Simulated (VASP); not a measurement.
Here is a VASP 6.6.1 calculation.

The input INCAR:

```
  PREC = Accurate
  ENCUT = 520
  EDIFF = 1E-7
  ISMEAR = 0
  SIGMA = 0.1
  LREAL = F
  LASPH = T
  NELM = 80
  ALGO = Fast
  ISIF = 2
  LWAVE = F
  LCHARG = T
  LELF = T
  LVHAR = T
  NBANDS = 12
```

Contents of KPOINTS:

```
regular mesh
0
Gamma
  8 8 8
```

The input POSCAR:

```
Ag
1.0
    0.0000000000      2.0046159245      2.0046159245
    2.0046159245      0.0000000000      2.0046159245
    2.0046159245      2.0046159245      0.0000000000
Ag
1
Direct
    0.0000000000      0.0000000000      0.0000000000
```

Potentials or basis: VASP PAW LDA potentials, release 64 (Ag).

Command:

```bash
$ cat potpaw_LDA.64/Ag/POTCAR > POTCAR
$ mpirun -np 1 vasp_std > vasp.out
```

**Question.** Estimate the pressure.

**Answer.** 0.1 GPa.
